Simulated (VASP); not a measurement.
Here is a VASP 6.6.1 calculation.

File INCAR:

```
PREC     = Accurate       # precision mode
ENCUT    = 500            # plane-wave cutoff, eV
EDIFF    = 1E-6           # SCF threshold, eV
ISMEAR   = 0              # smearing method
SIGMA    = 0.01           # smearing width, eV
LREAL    = F              # projectors in reciprocal space
LASPH    = T              # aspherical terms in the spheres
NELM     = 120            # most SCF steps
ALGO     = Normal         # electronic algorithm
ISIF     = 2              # what is computed and relaxed
LWAVE    = F              # write WAVECAR
LCHARG   = F              # write CHGCAR
NBANDS   = 16             # bands
GGA_COMPAT= F
```

File KPOINTS:

```
Automatic mesh
0
Gamma
  4 4 4
```

The input POSCAR:

```
AgI
1.0
    0.0000000000      3.2365000000      3.2365000000
    3.2365000000      0.0000000000      3.2365000000
    3.2365000000      3.2365000000      0.0000000000
Ag I
1 1
Direct
    0.0000000000      0.0000000000      0.0000000000
    0.2500000000      0.2500000000      0.2500000000
```

Potentials or basis: VASP PAW LDA potentials, release 64 (Ag, I).

Launch:

```sh
$ cat potpaw_LDA.64/Ag/POTCAR potpaw_LDA.64/I/POTCAR > POTCAR
$ mpirun -np 1 vasp_std > vasp.out
```

Task: Predict the pressure.

Result: -1.9 GPa.

Task: Estimate the band gap on the k mesh.

Result: 1.08 eV, direct.

Caveat: the k points lie up to 0.42 Å⁻¹ apart; spin-orbit coupling is left out, which moves the levels of the heavy elements. As with any semilocal functional, this LDA gap is likely too small.
